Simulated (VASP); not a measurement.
Si (a cell with a defect), 17 atoms in the cell. The cell holds a defect, 17 atoms: a = 7.679 Å, b = 7.679 Å, c = 7.679 Å, α = 60.00°, β = 60.00°, γ = 60.00°. 

* Program: VASP 6.6.1
* Task: single point
* Functional: LDA
* Potentials or basis: VASP PAW LDA potentials, release 64 (Si)
* Cutoff: 520 eV
* k mesh: 2 × 2 × 2
* Occupations: gaussian, width 0.02 eV
* Spin: no spin polarisation
* Dipole correction: no
* Further INCAR settings: LREAL = Auto; ALGO = Normal; EDIFF = 1e-07; NBANDS = 48

Potentials or basis: VASP PAW LDA potentials, release 64 (Si).

Launch:

```sh
$ cat potpaw_LDA.64/Si/POTCAR > POTCAR
$ mpirun -np 1 vasp_std > vasp.out
```

Hardware: 1 thread of Intel(R) Xeon(R) Platinum 8375C CPU @ 2.90GHz (Ice Lake), on a shared host.

Question: How long does it take, and how much memory?

Answer: It took 3.5 min on 1 thread of Intel(R) Xeon(R) Platinum 8375C CPU @ 2.90GHz (Ice Lake), with other jobs on the host, peak memory 0.38 GiB. Counts: scf iterations 14, k points 8.
